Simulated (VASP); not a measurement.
## Mg: single point with PBE

System: Mg, a sheet with vacuum.

```xyz
2
Lattice="2.9266 0.0000 0.0000 0.0000 2.9266 0.0000 0.0000 0.0000 28.4488" Properties=species:S:1:pos:R:3 pbc="T T T"
Mg    0.0000    0.0000    6.9241
Mg    0.0000    0.0000   10.0759
```

The cell was generated, and may not be a known phase.

| Item | Value |
| --- | --- |
| Program | VASP 6.6.1 |
| Task | single point |
| Functional | PBE |
| Potentials or basis | VASP PAW PBE potentials, release 64 (Mg) |
| Cutoff | 520 eV |
| k mesh | 6 × 6 × 1 |
| Occupations | gaussian, width 0.1 eV |
| Spin | no spin polarisation |
| Dipole correction | yes |
| Further INCAR settings | ALGO = Normal; EDIFF = 1e-06; NBANDS = 9 |

```json
{
  "Largest force": "0.007 eV/Å",
  "Band gap on the k mesh": "zero (bands 2 and 3 overlap by 3.14 eV)"
}
```

Forces on the atoms (eV/Å):
```
Mg   0.000  0.000  0.007
Mg   0.000  0.000 -0.007
```

Levels at points of the mesh, in eV from the Fermi level:
```
           k point  band 1  band 2  band 3  band 4  band 5  band 6  band 7
(0.00, 0.00, 0.00)   -5.70   -4.14   -0.98    1.75    3.39    3.95    4.02
(0.50, 0.00, 0.00)   -1.44   -1.39   -0.09    0.36    2.83    3.62    5.90
(0.50, 0.50, 0.00)    2.16    2.16    3.31    3.42    3.47    3.47    4.49
```

Run time: 22 s on 1 thread of Intel(R) Xeon(R) Platinum 8488C (Sapphire Rapids), on a shared host, peak memory 0.32 GiB.
